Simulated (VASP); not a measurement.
# AlGa3As4 (P-43m) in VASP: a series of runs

The runs below take AlGa3As4 through single point, with PBE.

Everything below comes from runs of VASP 6.6.1. Logs are shortened: lines on timing, memory, paths and dates and some standing lists are left out, and cuts for length are marked.

### 1 The cell of the first run

The structure is cubic, space group P-43m (No. 215). Conventional cell: a = 5.504 Å, b = 5.504 Å, c = 5.504 Å, α = 90.00°, β = 90.00°, γ = 90.00°. Within 3.1 Å of Al (site symmetry -43m) lie 4 As at 2.38 Å. Within 3.1 Å of Ga (site symmetry -42m) lie 4 As at 2.38 Å. Within 3.1 Å of As (site symmetry 3m) lie 3 Ga at 2.38 Å and 1 Al at 2.38 Å.

### 2 Single point, PBE

The input, INCAR:

```
ALGO = Normal
EDIFF = 1E-6
ENCUT = 520
GGA = PE
ISIF = 2
ISMEAR = 0
LASPH = True
LCHARG = True
LELF = True
LREAL = False
LVHAR = True
LWAVE = False
NBANDS = 41
NELM = 100
PREC = Accurate
SIGMA = 0.1
```

The input, KPOINTS:

```
k-points
0
Gamma
  4 4 4
```

The input, POSCAR:

```
AlGa3As4
1.0
    5.5041080800      0.0000000000      0.0000000000
    0.0000000000      5.5041080800      0.0000000000
    0.0000000000      0.0000000000      5.5041080800
Al Ga As
1 3 4
Direct
    0.0000000000      0.0000000000      0.0000000000
    0.0000000000      0.5000000000      0.5000000000
    0.5000000000      0.0000000000      0.5000000000
    0.5000000000      0.5000000000      0.0000000000
    0.7500000000      0.7500000000      0.2500000000
    0.7500000000      0.2500000000      0.7500000000
    0.2500000000      0.7500000000      0.7500000000
    0.2500000000      0.2500000000      0.2500000000
```

Potentials or basis: VASP PAW PBE potentials, release 64 (Al, Ga_d, As).

Command:

```sh
$ cat potpaw_PBE.64/Al/POTCAR potpaw_PBE.64/Ga_d/POTCAR potpaw_PBE.64/As/POTCAR > POTCAR
$ mpirun -np 1 vasp_std > vasp.out
```

OUTCAR:

```text
EDIFF = 1E-6
   ENCUT = 520
   GGA = PE
   ISIF = 2
   ISMEAR = 0
   LASPH = True
   LREAL = False
   NELM = 100
   PREC = Accurate

 ion  position               nearest neighbor table
   1  0.000  0.000  0.000-   5 2.38   6 2.38   7 2.38   8 2.38
   2  0.000  0.500  0.500-   5 2.38   6 2.38   7 2.38   8 2.38
   3  0.500  0.000  0.500-   5 2.38   6 2.38   7 2.38   8 2.38
   4  0.500  0.500  0.000-   5 2.38   6 2.38   7 2.38   8 2.38
   5  0.750  0.750  0.250-   1 2.38   2 2.38   3 2.38   4 2.38
   6  0.750  0.250  0.750-   1 2.38   2 2.38   3 2.38   4 2.38
   7  0.250  0.750  0.750-   1 2.38   2 2.38   3 2.38   4 2.38
   8  0.250  0.250  0.250-   1 2.38   2 2.38   3 2.38   4 2.38

  LATTYP: Found a simple cubic cell.
 ALAT       =     5.5041080800

  Lattice vectors:

 A1 = (   5.5041080800,   0.0000000000,   0.0000000000)
 A2 = (   0.0000000000,   5.5041080800,   0.0000000000)
 A3 = (   0.0000000000,   0.0000000000,   5.5041080800)

Analysis of symmetry for initial positions (statically):
=====================================================================
 Subroutine PRICEL returns:
 Original cell was already a primitive cell.

 Routine SETGRP: Setting up the symmetry group for a
 simple cubic supercell.

 Subroutine GETGRP returns: Found 24 space group operations
 (whereof 24 operations were pure point group operations)
 out of a pool of 48 trial point group operations.

The static configuration has the point symmetry T_d .

Analysis of symmetry for dynamics (positions and initial velocities):
=====================================================================
 Subroutine PRICEL returns:
 Original cell was already a primitive cell.

 Routine SETGRP: Setting up the symmetry group for a
 simple cubic supercell.

 Subroutine GETGRP returns: Found 24 space group operations
 (whereof 24 operations were pure point group operations)
 out of a pool of 48 trial point group operations.

The dynamic configuration has the point symmetry T_d .

 Subroutine INISYM returns: Found 24 space group operations
 (whereof 24 operations are pure point group operations),
 and found     1 'primitive' translations

----------------------------------------------------------------------------------------

                                     Primitive cell

  volume of cell :     166.7481

  direct lattice vectors                    reciprocal lattice vectors
     5.504108080  0.000000000  0.000000000     0.181682479  0.000000000  0.000000000
     0.000000000  5.504108080  0.000000000     0.000000000  0.181682479  0.000000000
     0.000000000  0.000000000  5.504108080     0.000000000  0.000000000  0.181682479

  length of vectors
     5.504108080  5.504108080  5.504108080     0.181682479  0.181682479  0.181682479

  position of ions in fractional coordinates (direct lattice)
     0.000000000  0.000000000  0.000000000
     0.000000000  0.500000000  0.500000000
     0.500000000  0.000000000  0.500000000
     0.500000000  0.500000000  0.000000000
     0.750000000  0.750000000  0.250000000
     0.750000000  0.250000000  0.750000000
     0.250000000  0.750000000  0.750000000
     0.250000000  0.250000000  0.250000000

  ion indices of the primitive-cell ions
   primitive index   ion index
                 1           1
                 2           2
                 3           3
                 4           4
                 5           5
                 6           6
                 7           7
                 8           8

----------------------------------------------------------------------------------------

 KPOINTS: k-points

Automatic generation of k-mesh.
 Grid dimensions read from file:
 generate k-points for:    4    4    4

 Generating k-lattice:

  Cartesian coordinates                     Fractional coordinates (reciprocal lattice)
     0.045420620  0.000000000  0.000000000     0.250000000  0.000000000  0.000000000
     0.000000000  0.045420620  0.000000000     0.000000000  0.250000000  0.000000000
     0.000000000  0.000000000  0.045420620     0.000000000  0.000000000  0.250000000

  Length of vectors
     0.045420620  0.045420620  0.045420620

  Shift w.r.t. Gamma in fractional coordinates (k-lattice)
     0.000000000  0.000000000  0.000000000

 Subroutine IBZKPT returns following result:
 ===========================================

 Found     10 irreducible k-points:

 Following reciprocal coordinates:
            Coordinates               Weight
  0.000000  0.000000  0.000000      1.000000
  0.250000  0.000000  0.000000      6.000000
  0.500000  0.000000  0.000000      3.000000
  0.250000  0.250000  0.000000     12.000000
  0.500000  0.250000  0.000000     12.000000
  0.500000  0.500000  0.000000      3.000000
  0.250000  0.250000  0.250000      8.000000
  0.500000  0.250000  0.250000     12.000000
  0.500000  0.500000  0.250000      6.000000
  0.500000  0.500000  0.500000      1.000000
   k-points           NKPTS =     10   k-points in BZ     NKDIM =     10   number of bands    NBANDS=     41
   number of dos      NEDOS =    301   number of ions     NIONS =      8
   total plane-waves  NPLWV =  74088
   dimension x,y,z NGX =    42 NGY =   42 NGZ =   42
   dimension x,y,z NGXF=    84 NGYF=   84 NGZF=   84
   ions per type =               1   3   4
   NGX,Y,Z   is equivalent  to a cutoff of  12.69, 12.69, 12.69 a.u.
   NGXF,Y,Z  is equivalent  to a cutoff of  25.37, 25.37, 25.37 a.u.
 SYSTEM =  unknown system
   PREC   = accura    normal or accurate (medium, high low for compatibility)
   ISTART =      0    job   : 0-new  1-cont  2-samecut
   ICHARG =      2    charge: 1-file 2-atom 10-const
   ISPIN  =      1    spin polarized calculation?
   LNONCOLLINEAR =      F non collinear calculations
   LSORBIT =      F    spin-orbit coupling
   LASPH  =      T    aspherical Exc in radial PAW
   ENCUT  =  520.0 eV  38.22 Ry    6.18 a.u.  10.23 10.23 10.23*2*pi/ulx,y,z
   NELM   =    100;   NELMIN=  2; NELMDL= -5     # of ELM steps
   EDIFF  = 0.1E-05   stopping-criterion for ELM
   LREAL  =      F    real-space projection
   EDIFFG = 0.1E-04   stopping-criterion for IOM
   NSW    =      0    number of steps for IOM
   IBRION =     -1    ionic relax: 0-MD 1-quasi-New 2-CG
   NFREE  =      0    steps in history (QN), initial steepest desc. (CG)
   ISIF   =      2    stress and relaxation
   ISYM   =      2    0-nonsym 1-usesym 2-fastsym
   POTIM  = 0.5000    time-step for ionic-motion
   TEBEG  =    0.0;   TEEND  =   0.0 temperature during run
   PSTRESS=    0.0 pullay stress
   NELECT =      62.0000    total number of electrons
   NUPDOWN=      -1.0000    fix difference up-down
   EMIN   =  10.00;   EMAX   =-10.00  energy-range for DOS
   EFERMI =   0.00;   METHOD = LEGACY
   ISMEAR =     0;   SIGMA  =   0.10  broadening in eV -4-tet -1-fermi 0-gaus
   EFERMI_NEDOS =   21; number of points for ismear=-14 and -15
   IALGO  =     38    algorithm
   IMIX   =      4    mixing-type and parameters
     AMIX     =   0.40;   BMIX     =  1.00
     AMIX_MAG =   1.60;   BMIX_MAG =  1.00
  volume/ion in A,a.u.               =      20.84       140.66
  Fermi-wavevector in a.u.,A,eV,Ry     =   1.177204  2.224593 18.855084  1.385810
  Thomas-Fermi vector in A             =   2.313555
   LORBIT       =      0    0 simple, 1 ext, 2 COOP (PROOUT), +10 PAW based schemes
   GGA     = PE    functional components
   LHFCALC =     F    Hartree Fock is set to
   AEXX    =    0.0000 exact exchange contribution
   IVDW    =     0    specifies the selected vdW correction
   LEPSILON=     F    determine dielectric tensor
   LRPA    =     F    only Hartree local field effects (RPA)
 non-spin polarized calculation
 Gauss-broadening in eV      SIGMA  =   0.10
  energy-cutoff  :      520.00
  volume of cell :      166.75
 maximum number of plane-waves:      4524
 NGX is ok and might be reduce to    42
   NGX = 21   NGY = 21   NGZ = 21

 number of electron      61.9999963 magnetization

 Free energy of the ion-electron system (eV)
  ---------------------------------------------------
  ext. energy  EPLUGINS =         0.00000000
  ---------------------------------------------------
  free energy    TOTEN  =       -33.48761535 eV

  energy without entropy =      -33.48761535  energy(sigma->0) =      -33.48761535

 E-fermi :   5.1064     XC(G=0):  -9.8098

 val. band max:        4.6819927061   @ k =   0.0000   0.0000   0.0000
 cond. band min:       5.9943498045   @ k =   0.5000   0.5000   0.5000
 fundamental gap:      1.3123570984
 Fermi energy:         5.1063553985

 k-point     1 :       0.0000    0.0000    0.0000
  band No.  band energies     occupation
      1     -10.2664      2.00000
      2     -10.2664      2.00000
      3     -10.2664      2.00000
      4     -10.1429      2.00000
      5     -10.1429      2.00000
      6     -10.1429      2.00000
[... 33 lines left out ...]
     40       8.6090      0.00000
     41       8.6090      0.00000

 k-point     2 :       0.2500    0.0000    0.0000
  band No.  band energies     occupation
      1     -10.2609      2.00000
      2     -10.2609      2.00000
      3     -10.2590      2.00000
      4     -10.1606      2.00000
      5     -10.1411      2.00000
      6     -10.1411      2.00000
[... 33 lines left out ...]
     40       9.6294      0.00000
     41       9.6294      0.00000

 k-point     3 :       0.5000    0.0000    0.0000
  band No.  band energies     occupation
      1     -10.2549      2.00000
      2     -10.2549      2.00000
      3     -10.2490      2.00000
      4     -10.1797      2.00000
      5     -10.1343      2.00000
      6     -10.1343      2.00000
[... 259 lines left out ...]
      2     -10.2272      2.00000
      3     -10.2272      2.00000
      4     -10.2252      2.00000
      5     -10.1374      2.00000
      6     -10.1374      2.00000
[... 33 lines left out ...]
     40       9.6363      0.00000
     41       9.8877      0.00000

 k-point    10 :       0.5000    0.5000    0.5000
  band No.  band energies     occupation
      1     -10.2711      2.00000
      2     -10.2288      2.00000
      3     -10.2288      2.00000
      4     -10.2288      2.00000
      5     -10.1402      2.00000
      6     -10.1402      2.00000
[... 33 lines left out ...]
     40       9.4227      0.00000
     41       9.4754      0.00000

------------------------ aborting loop because EDIFF is reached ----------------------------------------

  FORCE on cell =-STRESS in cart. coord.  units (eV):
  Direction    XX          YY          ZZ          XY          YZ          ZX
  --------------------------------------------------------------------------------------
  -------------------------------------------------------------------------------------
  Total       11.2703657     11.2703657     11.2703657      0.0000000      0.0000000      0.0000000
  in kB      108.2898451    108.2898451    108.2898451      0.0000000      0.0000000      0.0000000
  external PRESSURE =     108.2898451 kB  Pullay stress =       0.0000000 kB

 VOLUME and BASIS-vectors are now :
 -----------------------------------------------------------------------------
  energy-cutoff  :      520.00
  volume of cell :      166.75
      direct lattice vectors                 reciprocal lattice vectors
     5.504108080  0.000000000  0.000000000     0.181682479  0.000000000  0.000000000
     0.000000000  5.504108080  0.000000000     0.000000000  0.181682479  0.000000000
     0.000000000  0.000000000  5.504108080     0.000000000  0.000000000  0.181682479

 POSITION                                       TOTAL-FORCE (eV/Angst)
 -----------------------------------------------------------------------------------
      0.00000      0.00000      0.00000         0.000000      0.000000     -0.000000
      0.00000      2.75205      2.75205         0.000000      0.000000     -0.000000
      2.75205      0.00000      2.75205         0.000000     -0.000000     -0.000000
      2.75205      2.75205      0.00000         0.000000      0.000000     -0.000000
      4.12808      4.12808      1.37603         0.049487      0.049487     -0.049487
      4.12808      1.37603      4.12808         0.049487     -0.049487      0.049487
      1.37603      4.12808      4.12808        -0.049487      0.049487      0.049487
      1.37603      1.37603      1.37603        -0.049487     -0.049487     -0.049487
 -----------------------------------------------------------------------------------
    total drift:                                0.000000     -0.000000     -0.000000

  FREE ENERGIE OF THE ION-ELECTRON SYSTEM (eV)
  ---------------------------------------------------
  free  energy   TOTEN  =       -33.4876153515 eV

  energy  without entropy=      -33.4876153514  energy(sigma->0) =      -33.48761535
```

Run time: 41 s. Hardware: 1 thread of Intel Xeon 6975P-C (Granite Rapids), shared host; peak memory 0.27 GiB.

Results:

| Quantity | Value |
| --- | --- |
| Free energy | -33.4876 eV |
| Pressure | 10.8 GPa |
| Band gap on the k mesh | 1.31 eV (least direct gap 1.33 eV) |

Caveat: the cell stands under pressure. A k mesh can miss the band edges.

### 3 Single point, PBE

This run uses another cell than the first one, of 23.52 Å³/atom.

The input, INCAR:

```
ALGO     = Normal         # electronic algorithm
EDIFF    = 1E-6           # SCF threshold, eV
ENCUT    = 520            # plane-wave cutoff, eV
GGA      = PE             # functional
ISIF     = 2              # what is computed and relaxed
ISMEAR   = 0              # smearing method
LASPH    = True           # aspherical terms in the spheres
LCHARG   = True           # write CHGCAR
LELF     = True           # ELF
LREAL    = False          # projectors in reciprocal space
LVHAR    = True         
LWAVE    = False          # write WAVECAR
NBANDS   = 41             # bands
NELM     = 60             # most SCF steps
PREC     = Accurate       # precision mode
SIGMA    = 0.1            # smearing width, eV
```

KPOINTS is that of step 2.

The input, POSCAR:

```
AlGa3As4
1.0
    5.7299542620      0.0000000000      0.0000000000
    0.0000000000      5.7299542620      0.0000000000
    0.0000000000      0.0000000000      5.7299542620
Al Ga As
1 3 4
Direct
    0.0000000000      0.0000000000      0.0000000000
    0.0000000000      0.5000000000      0.5000000000
    0.5000000000      0.0000000000      0.5000000000
    0.5000000000      0.5000000000      0.0000000000
    0.7506467550      0.7506467550      0.2493532450
    0.7506467550      0.2493532450      0.7506467550
    0.2493532450      0.7506467550      0.7506467550
    0.2493532450      0.2493532450      0.2493532450
```

Potentials or basis: VASP PAW PBE potentials, release 64 (Al, Ga_d, As).

Command:

```sh
$ cat potpaw_PBE.64/Al/POTCAR potpaw_PBE.64/Ga_d/POTCAR potpaw_PBE.64/As/POTCAR > POTCAR
$ mpirun -np 1 vasp_std > vasp.out
```

Run time: 53 s. Hardware: 1 thread of Intel Xeon 6975P-C (Granite Rapids), shared host; peak memory 0.36 GiB.

The run converged. Its results:

```
Free energy            : -34.1731 eV
Pressure               : 0.5 GPa
Largest force          : 0.008 eV/Å
Band gap on the k mesh : 0.58 eV
```

Forces on the atoms (eV/Å):
```
Al   0.000  0.000  0.000
Ga   0.000  0.000  0.000
Ga   0.000  0.000  0.000
Ga   0.000  0.000  0.000
As   0.004  0.004 -0.004
As   0.004 -0.004  0.004
As  -0.004  0.004  0.004
As  -0.004 -0.004 -0.004
```

Levels at points of the mesh, in eV from the valence-band top:
| k point | band 29 | band 30 | band 31 | band 32 | band 33 | band 34 |
| --- | --- | --- | --- | --- | --- | --- |
| (0.00, 0.00, 0.00) | 0.00 | 0.00 | 0.00 | 0.58 | 1.55 | 1.55 |
| (0.50, 0.00, 0.00) | -1.55 | -1.46 | -1.46 | 2.03 | 2.23 | 3.23 |
| (0.50, 0.50, 0.00) | -1.09 | -1.09 | -1.00 | 2.61 | 2.76 | 2.76 |
| (0.50, 0.50, 0.50) | -0.95 | -0.95 | -0.95 | 0.95 | 0.95 | 0.95 |

Caveat: semilocal functionals underestimate gaps, and a narrow one can read as zero. A k mesh can miss the band edges.
